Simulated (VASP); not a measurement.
Li2TiO2:

```
CELL_PARAMETERS angstrom
-0.04632 3.77467 -0.00465
-1.57200 -1.87536 4.69353
5.90732 -0.07069 -0.14757
ATOMIC_POSITIONS crystal
Li 0.27188 0.59643 0.17300
Li 0.34481 0.60837 0.66209
Li 0.68752 0.38859 0.35151
Li 0.71987 0.41085 0.81858
Ti 0.02512 0.98486 0.50498
Ti 0.98218 0.99321 0.00449
O 0.89015 0.72936 0.17711
O 0.83464 0.70960 0.68160
O 0.08364 0.27806 0.31502
O 0.16018 0.30068 0.81161
```

| Property | Result |
| --- | --- |
| Program | VASP 6.6.1 |
| Task | relaxation of cell and atoms |
| Functional | PBE |
| Potentials or basis | VASP PAW PBE potentials, release 64 (Li_sv, Ti_sv, O) |
| Cutoff | 600 eV |
| k mesh | 6 × 6 × 4 |
| Occupations | gaussian, width 0.2 eV |
| Spin | no spin polarisation |

At the start: pressure 4.9 GPa; volume 10.37 Å³/atom.

Problem. How do energy, volume and symmetry change on relaxing?

Solution. Over 20 steps the energy falls by 89.5 meV/atom and the volume is 10.57 Å³/atom (+1.9 %); space group P1 (No. 1, to 0.1 Å) before, Immm (No. 71, to 0.1 Å).

The path:
| step | energy change (eV) | largest force (eV/Å) | pressure (GPa) | volume (Å³) |
| --- | --- | --- | --- | --- |
| 1 | 0.0000 | 1.6696 | 4.89 | 103.70 |
| 2 | -0.5774 | 0.9295 | -3.13 | 108.49 |
| 3 | -0.5939 | 0.9412 | -4.29 | 109.51 |
| 4 | -0.7795 | 0.4837 | 0.43 | 106.28 |
| 5 | -0.7797 | 0.4934 | 0.65 | 106.17 |
| 6 | -0.8358 | 0.3698 | 0.02 | 106.08 |
| 7 | -0.8449 | 0.4588 | -0.26 | 106.02 |
| 8 | -0.8733 | 0.2148 | -0.27 | 105.66 |
| 9 | -0.8768 | 0.3605 | -0.23 | 105.48 |
| 10 | -0.8890 | 0.1688 | 0.57 | 105.01 |
| 11 | -0.8891 | 0.1778 | 0.65 | 104.97 |
| 12 | -0.8933 | 0.1161 | -0.11 | 105.62 |
| 13 | -0.8934 | 0.0822 | -0.03 | 105.52 |
| 14 | -0.8946 | 0.0457 | 0.01 | 105.63 |
| 15 | -0.8947 | 0.0520 | 0.03 | 105.66 |
| 16 | -0.8950 | 0.0263 | -0.04 | 105.73 |
| 17 | -0.8950 | 0.0297 | -0.04 | 105.73 |
| 18 | -0.8951 | 0.0256 | -0.02 | 105.70 |
| 19 | -0.8951 | 0.0286 | -0.02 | 105.70 |
| 20 | -0.8951 | 0.0123 | -0.01 | 105.66 |

Final structure:
```cif
data_structure
_symmetry_space_group_name_H-M 'P 1'
_symmetry_Int_Tables_number 1
_cell_length_a 3.8739
_cell_length_b 5.2619
_cell_length_c 5.8409
_cell_angle_alpha 106.091
_cell_angle_beta 90.006
_cell_angle_gamma 111.607
_cell_volume 105.66
loop_
_atom_site_label
_atom_site_type_symbol
_atom_site_fract_x
_atom_site_fract_y
_atom_site_fract_z
_atom_site_occupancy
Li1 Li 0.30399 0.60836 0.15230 1
Li2 Li 0.30444 0.60872 0.65235 1
Li3 Li 0.69578 0.39145 0.34782 1
Li4 Li 0.69569 0.39152 0.84793 1
Ti1 Ti 0.00019 0.00011 0.49987 1
Ti2 Ti 0.99995 0.99999 0.99988 1
O1 O 0.85467 0.70954 0.17748 1
O2 O 0.85486 0.70957 0.67748 1
O3 O 0.14531 0.29039 0.32242 1
O4 O 0.14511 0.29035 0.82248 1
```

Caveat: the cutoff is under 1.25 times the usual one of these potentials, so pressure, stress and relaxed cells hold a basis-set (Pulay) error.
